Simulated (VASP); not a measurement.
## CdAu: vibrations by perturbation theory with PBEsol

The system is CdAu.

```
Au Cd
1.0
     3.03997    0.00000    0.00000
    -1.51999    2.63269    0.00000
     0.00000    0.00000    4.57001
Au Cd
1 1
Cartesian
  0.0000 1.7551 2.2850
  0.0000 0.0000 0.0000
```

```
Program                : VASP 6.6.1
Task                   : vibrations by perturbation theory
Functional             : PBEsol
Potentials or basis    : VASP PAW PBE potentials, release 64 (Au, Cd)
Cutoff                 : 520 eV
k mesh                 : 12 × 12 × 8
Occupations            : methfessel-paxton, width 0.2 eV
Spin                   : no spin polarisation
Dipole correction      : no
Further INCAR settings : ALGO = Normal; EDIFF = 1e-08; NBANDS = 18; IBRION = 8; NSW = 1
```

| Property | Result |
| --- | --- |
| Highest phonon frequency at Γ, LO-TO splitting left out | 164 cm⁻¹ |

Phonon frequencies in cm⁻¹ (negative: imaginary):
```
              q point      frequencies
(0.000, 0.000, 0.000)  0 0 0 78 78 164
```

It took 21 min on 1 thread of Oxide Virtual Turin-like Processor, with other jobs on the host, peak memory 0.56 GiB.
